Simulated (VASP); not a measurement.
Here is a VASP 6.6.1 calculation.

Contents of INCAR:

```
PREC = Accurate
ENCUT = 600
EDIFF = 1E-7
ISMEAR = -1
SIGMA = 0.05
LREAL = F
LASPH = T
NELM = 120
ALGO = Normal
ISIF = 3
LWAVE = F
LCHARG = F
GGA = CA
IBRION = 2
NSW = 60
EDIFFG = -0.01
GGA_COMPAT = F
NELMIN = 4
```

KPOINTS

```
regular mesh
0
Gamma
  9 9 9
```

File POSCAR:

```
SrO
1.0
    0.0000000000      2.5663000000      2.5663000000
    2.5663000000      0.0000000000      2.5663000000
    2.5663000000      2.5663000000      0.0000000000
Sr O
1 1
Direct
    0.5000000000      0.5000000000      0.5000000000
    0.0000000000      0.0000000000      0.0000000000
```

Potentials or basis: VASP PAW LDA potentials, release 64 (Sr_sv, O).

The run is started by

```bash
$ cat potpaw_LDA.64/Sr_sv/POTCAR potpaw_LDA.64/O/POTCAR > POTCAR
$ mpirun -np 1 vasp_std > vasp.out
```

**Question.** Predict the band gap on the k mesh.

**Answer.** 3.13 eV, indirect (least direct gap 3.19 eV).

**Question.** What does it give for the relaxed volume?

**Answer.** 16.34 Å³/atom.

**Question.** Predict the relaxed cell.

**Answer.** a = 3.589 Å, b = 3.589 Å, c = 3.589 Å, α = 60.00°, β = 60.00°, γ = 60.00°.

**Question.** Predict the space group after relaxing (to 0.05 Å).

**Answer.** Fm-3m (No. 225).

Final structure:
```
Sr O
1.0
     0.00000    2.53780    2.53780
     2.53780    0.00000    2.53780
     2.53780    2.53780    0.00000
Sr O
1 1
Direct
  0.50000 0.50000 0.50000
  0.00000 0.00000 0.00000
```

A k mesh can miss the band edges. Zero-point motion and thermal expansion aren't in these numbers.
